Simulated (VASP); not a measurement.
# C (Fm-3m) in VASP: relaxation of cell and atoms with r2SCAN

Aim: the relaxation of cell and atoms of C with r2SCAN.

Program: VASP 6.6.1. These are calculated values, not measurements. Logs are shortened: lines on timing, memory, paths and dates and some standing lists are left out, and cuts for length are marked.

## Step 1: The cell of the first run

Symmetry: Fm-3m, No. 225, cubic system. The conventional cell has a = 3.114 Å, b = 3.114 Å, c = 3.114 Å, α = 90.00°, β = 90.00°, γ = 90.00°. C (site symmetry m-3m) has 12 C at 2.20 Å within 2.9 Å.

## Step 2: Relaxation of cell and atoms, r2SCAN

Input file POSCAR:

```
C
1.0
    0.0000000000      1.5569792342      1.5569792342
    1.5569792342      0.0000000000      1.5569792342
    1.5569792342      1.5569792342      0.0000000000
C
1
Direct
    0.0000000000      0.0000000000      0.0000000000
```

Input file INCAR.step1:

```
SYSTEM = C
PREC = Accurate ; ENCUT = 600
ISMEAR = 0 ; SIGMA = 0.1
LREAL = .FALSE. ; LASPH = .TRUE.
NELM = 80 ; GGA = PE
ALGO = Normal ; EDIFF = 1E-4
LWAVE = .TRUE. ; LCHARG = .FALSE.
```

Input file INCAR.step2:

```
SYSTEM = C
PREC = Accurate ; ENCUT = 600
EDIFF = 1E-6 ; ISMEAR = 0
SIGMA = 0.1 ; LREAL = .FALSE.
LASPH = .TRUE. ; NELM = 80
ALGO = Normal ; ISIF = 3
LWAVE = .FALSE. ; LCHARG = .FALSE.
METAGGA = R2SCAN ; LMIXTAU = .TRUE.
IBRION = 2 ; NSW = 100
EDIFFG = -0.01 ; ISTART = 1
```

Input file KPOINTS:

```
regular mesh
0
G
  30 30 30
  0 0 0
```

Potentials or basis: VASP PAW PBE potentials, release 64 (C).

Command:

```bash
> cat potpaw_PBE.64/C/POTCAR > POTCAR
> cp INCAR.step1 INCAR
> mpirun -np 1 vasp_std > vasp.out
> cp INCAR.step2 INCAR
> mpirun -np 1 vasp_std > vasp.out
```

OUTCAR:

```text
SYSTEM = C
   PREC = Accurate
   ENCUT = 600
   EDIFF = 1E-6
   ISMEAR = 0
   LREAL = .FALSE.
   LASPH = .TRUE.
   NELM = 80
   ISIF = 3
   METAGGA = R2SCAN
   IBRION = 2
   NSW = 100
   EDIFFG = -0.01
   ISTART = 1

 ion  position               nearest neighbor table
   1  0.000  0.000  0.000-

  LATTYP: Found a face centered cubic cell.
 ALAT       =     3.1139584684

  Lattice vectors:

 A1 = (   0.0000000000,   1.5569792342,   1.5569792342)
 A2 = (   1.5569792342,   0.0000000000,   1.5569792342)
 A3 = (   1.5569792342,   1.5569792342,   0.0000000000)

Analysis of symmetry for initial positions (statically):
=====================================================================
 Subroutine PRICEL returns:
 Original cell was already a primitive cell.

 Routine SETGRP: Setting up the symmetry group for a
 face centered cubic supercell.

 Subroutine GETGRP returns: Found 48 space group operations
 (whereof 48 operations were pure point group operations)
 out of a pool of 48 trial point group operations.

The static configuration has the point symmetry O_h .

Analysis of symmetry for dynamics (positions and initial velocities):
=====================================================================
 Subroutine PRICEL returns:
 Original cell was already a primitive cell.

 Routine SETGRP: Setting up the symmetry group for a
 face centered cubic supercell.

 Subroutine GETGRP returns: Found 48 space group operations
 (whereof 48 operations were pure point group operations)
 out of a pool of 48 trial point group operations.

The dynamic configuration has the point symmetry O_h .

 Subroutine INISYM returns: Found 48 space group operations
 (whereof 48 operations are pure point group operations),
 and found     1 'primitive' translations

----------------------------------------------------------------------------------------

                                     Primitive cell

  volume of cell :       7.5488

  direct lattice vectors                    reciprocal lattice vectors
     0.000000000  1.556979234  1.556979234    -0.321134662  0.321134662  0.321134662
     1.556979234  0.000000000  1.556979234     0.321134662 -0.321134662  0.321134662
     1.556979234  1.556979234  0.000000000     0.321134662  0.321134662 -0.321134662

  length of vectors
     2.201901149  2.201901149  2.201901149     0.556221551  0.556221551  0.556221551

  position of ions in fractional coordinates (direct lattice)
     0.000000000  0.000000000  0.000000000

  ion indices of the primitive-cell ions
   primitive index   ion index
                 1           1

----------------------------------------------------------------------------------------

 KPOINTS: regular mesh

Automatic generation of k-mesh.
 Grid dimensions read from file:
 generate k-points for:   30   30   30

 Generating k-lattice:

  Cartesian coordinates                     Fractional coordinates (reciprocal lattice)
    -0.010704489  0.010704489  0.010704489     0.033333333  0.000000000  0.000000000
     0.010704489 -0.010704489  0.010704489     0.000000000  0.033333333  0.000000000
     0.010704489  0.010704489 -0.010704489     0.000000000  0.000000000  0.033333333

  Length of vectors
     0.018540718  0.018540718  0.018540718

  Shift w.r.t. Gamma in fractional coordinates (k-lattice)
     0.000000000  0.000000000  0.000000000

 Subroutine IBZKPT returns following result:
 ===========================================

 Found    752 irreducible k-points:

 Following reciprocal coordinates:
            Coordinates               Weight
  0.000000  0.000000  0.000000      1.000000
  0.033333  0.000000  0.000000      8.000000
  0.066667  0.000000  0.000000      8.000000
[... 41 lines left out ...]
   LREAL  =      F    real-space projection
   EDIFFG = -.1E-01   stopping-criterion for IOM
   NSW    =    100    number of steps for IOM
   IBRION =      2    ionic relax: 0-MD 1-quasi-New 2-CG
   NFREE  =      1    steps in history (QN), initial steepest desc. (CG)
   ISIF   =      3    stress and relaxation
   ISYM   =      2    0-nonsym 1-usesym 2-fastsym
   POTIM  = 0.5000    time-step for ionic-motion
   TEBEG  =    0.0;   TEEND  =   0.0 temperature during run
   PSTRESS=    0.0 pullay stress
   NELECT =       4.0000    total number of electrons
   NUPDOWN=      -1.0000    fix difference up-down
   EMIN   =  10.00;   EMAX   =-10.00  energy-range for DOS
   EFERMI =   0.00;   METHOD = LEGACY
   ISMEAR =     0;   SIGMA  =   0.10  broadening in eV -4-tet -1-fermi 0-gaus
   EFERMI_NEDOS =   21; number of points for ismear=-14 and -15
   IALGO  =     38    algorithm
   IMIX   =      4    mixing-type and parameters
     AMIX     =   0.40;   BMIX     =  1.00
     AMIX_MAG =   1.60;   BMIX_MAG =  1.00
  volume/ion in A,a.u.               =       7.55        50.94
  Fermi-wavevector in a.u.,A,eV,Ry     =   1.324754  2.503423 23.877871  1.754974
  Thomas-Fermi vector in A             =   2.454266
   LORBIT       =      0    0 simple, 1 ext, 2 COOP (PROOUT), +10 PAW based schemes
   METAGGA = R2SCAN    functional components
   LHFCALC =     F    Hartree Fock is set to
   AEXX    =    0.0000 exact exchange contribution
   IVDW    =     0    specifies the selected vdW correction
   LEPSILON=     F    determine dielectric tensor
   LRPA    =     F    only Hartree local field effects (RPA)
 conjugate gradient relaxation of ions
 non-spin polarized calculation
 Gauss-broadening in eV      SIGMA  =   0.10
  energy-cutoff  :      600.00
  volume of cell :        7.55
 maximum number of plane-waves:       267
 NGX is ok and might be reduce to    18
   NGX =  9   NGY =  9   NGZ =  9

--------------------------------------- Ionic step        1  -------------------------------------------

 number of electron       4.0000000 magnetization

 Free energy of the ion-electron system (eV)
  ---------------------------------------------------
  ext. energy  EPLUGINS =         0.00000000
  ---------------------------------------------------
  free energy    TOTEN  =        -5.13259969 eV

  energy without entropy =       -5.13090373  energy(sigma->0) =       -5.13175171

------------------------ aborting loop because EDIFF is reached ----------------------------------------

  FORCE on cell =-STRESS in cart. coord.  units (eV):
  Direction    XX          YY          ZZ          XY          YZ          ZX
  --------------------------------------------------------------------------------------
  -------------------------------------------------------------------------------------
  Total       -0.1110922     -0.1110922     -0.1110922     -0.0000000     -0.0000000      0.0000000
  in kB      -23.5784817    -23.5784817    -23.5784817     -0.0000000     -0.0000000      0.0000000
  external PRESSURE =     -23.5784817 kB  Pullay stress =       0.0000000 kB

 VOLUME and BASIS-vectors are now :
 -----------------------------------------------------------------------------
  energy-cutoff  :      600.00
  volume of cell :        7.55
      direct lattice vectors                 reciprocal lattice vectors
     0.000000000  1.556979234  1.556979234    -0.321134662  0.321134662  0.321134662
     1.556979234  0.000000000  1.556979234     0.321134662 -0.321134662  0.321134662
     1.556979234  1.556979234  0.000000000     0.321134662  0.321134662 -0.321134662

 POSITION                                       TOTAL-FORCE (eV/Angst)
 -----------------------------------------------------------------------------------
      0.00000      0.00000      0.00000         0.000000      0.000000      0.000000
 -----------------------------------------------------------------------------------
    total drift:                                0.000000     -0.000000     -0.000000

  FREE ENERGIE OF THE ION-ELECTRON SYSTEM (eV)
  ---------------------------------------------------
  free  energy   TOTEN  =        -5.1325996867 eV

  energy  without entropy=       -5.1309037272  energy(sigma->0) =       -5.13175171

--------------------------------------- Ionic step        2  -------------------------------------------

 number of electron       4.0000000 magnetization

 Free energy of the ion-electron system (eV)
  ---------------------------------------------------
  ext. energy  EPLUGINS =         0.00000000
  ---------------------------------------------------
  free energy    TOTEN  =        -5.13346898 eV

  energy without entropy =       -5.13170703  energy(sigma->0) =       -5.13258800

 E-fermi :   7.4331     XC(G=0): -13.6158

 val. band max:        7.4126450061   @ k =  -0.4000   0.4667   0.0667
 cond. band min:       7.4336450273   @ k =  -0.4667   0.4000   0.0000
 fundamental gap:      0.0210000213
 Fermi energy:         7.4331330456

 k-point     1 :       0.0000    0.0000    0.0000
  band No.  band energies     occupation
      1     -12.2790      2.00000
      2      15.9235      0.00000
      3      15.9235      0.00000
      4      15.9235      0.00000
      5      38.5043      0.00000
      6      38.5043      0.00000
[... 199 lines left out ...]
 k-point    24 :       0.2667    0.0333    0.0000
  band No.  band energies     occupation
      1      -9.5326      2.00000
      2       8.8152      0.00000
      3      14.5730      0.00000
      4      15.0049      0.00000
      5      33.1980      0.00000
      6      37.5870      0.00000

 [... further k-points ...]

------------------------ aborting loop because EDIFF is reached ----------------------------------------

  FORCE on cell =-STRESS in cart. coord.  units (eV):
  Direction    XX          YY          ZZ          XY          YZ          ZX
  --------------------------------------------------------------------------------------
  -------------------------------------------------------------------------------------
  Total        0.0047276      0.0047276      0.0047276     -0.0000000     -0.0000000     -0.0000000
  in kB        1.0197023      1.0197023      1.0197023     -0.0000000     -0.0000000     -0.0000000
  external PRESSURE =       1.0197023 kB  Pullay stress =       0.0000000 kB

 VOLUME and BASIS-vectors are now :
 -----------------------------------------------------------------------------
  energy-cutoff  :      600.00
  volume of cell :        7.43
      direct lattice vectors                 reciprocal lattice vectors
    -0.000000000  1.548634784  1.548634784    -0.322865020  0.322865020  0.322865020
     1.548634784 -0.000000000  1.548634784     0.322865020 -0.322865020  0.322865020
     1.548634784  1.548634784 -0.000000000     0.322865020  0.322865020 -0.322865020

 POSITION                                       TOTAL-FORCE (eV/Angst)
 -----------------------------------------------------------------------------------
      0.00000      0.00000      0.00000         0.000000      0.000000      0.000000
 -----------------------------------------------------------------------------------
    total drift:                               -0.000000      0.000000      0.000000

  FREE ENERGIE OF THE ION-ELECTRON SYSTEM (eV)
  ---------------------------------------------------
  free  energy   TOTEN  =        -5.1334689753 eV

  energy  without entropy=       -5.1317070291  energy(sigma->0) =       -5.13258800

 reached required accuracy - stopping structural energy minimisation
```

Wall time 80 s (1 thread of Intel Xeon 6975P-C (Granite Rapids), shared host); peak memory 0.15 GiB.

What came out:

* Free energy: -5.1335 eV
* Relaxed volume: 7.43 Å³/atom
* Relaxed cell: a = 2.190 Å, b = 2.190 Å, c = 2.190 Å, α = 60.00°, β = 60.00°, γ = 60.00°
* Space group after relaxing (to 0.1 Å): Fm-3m (No. 225)
* Energy gained by relaxing: 0.9 meV/atom
* Ionic steps: 2
* Pressure after relaxing: 0.1 GPa
* Band gap on the k mesh: zero (bands 2 and 3 overlap by 11.76 eV)

The path:
```
step  energy change (eV)  largest force (eV/Å)  pressure (GPa)  volume (Å³)
   1              0.0000                0.0000           -2.36         7.55
   2             -0.0009                0.0000            0.10         7.43
```

Final structure:
```xyz
1
Lattice="0.0000 1.5486 1.5486 1.5486 0.0000 1.5486 1.5486 1.5486 0.0000" Properties=species:S:1:pos:R:3 pbc="T T T"
C     0.0000    0.0000    0.0000
```

Levels at points of the mesh, in eV from the Fermi level:
```tsv
k point	band 1	band 2	band 3	band 4	band 5	band 6
(0.00, 0.00, 0.00)	-19.71	8.49	8.49	8.49	31.07	31.07
(0.50, 0.00, 0.00)	-10.16	-8.88	6.66	6.66	25.56	28.47
(0.50, 0.50, 0.00)	-7.02	-6.07	2.43	2.43	15.65	16.95
```

Caveat: the PAW data sets were made with another functional, which shifts forces and pressure a little.
